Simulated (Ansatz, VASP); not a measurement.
**Two plane-wave programs on HfC**

```
Hf C
1.0
     0.00000    2.31714    2.31714
     2.31714    0.00000    2.31714
     2.31714    2.31714    0.00000
Hf C
1 1
Cartesian
  0.0000 0.0000 0.0000
  2.3171 2.3171 2.3171
```

Alike in both runs: task single point; functional PBE; k mesh 6 × 6 × 6; occupations gaussian, width 0.1 eV; no spin polarisation.

```csv
,VASP,Ansatz
version,VASP 6.6.1,Ansatz 0.2.0
potentials or method,"VASP PAW PBE potentials, release 64 (Hf_pv, C), cutoff 600 eV","scalar-relativistic, plane waves, PAW"
valence electrons in the cell,14,30
```

|  | VASP | Ansatz | Ansatz less VASP |
| --- | --- | --- | --- |
| gap on the k mesh at the Fermi level (eV) | none | none | - |
| pressure (GPa) | 2.0 | 2.7 | +0.73 |

A gap of «none» marks a metal or a gap that the smearing closes. The functional is the same, so the differences come from potentials, cutoffs and numerics. VASP's potentials hold 14 valence electrons a cell and Ansatz's 30, so a difference there can come from the potentials and not from the codes.

The k mesh is coarse, so the values compare programs but aren't converged. Neither program's run includes spin-orbit coupling.
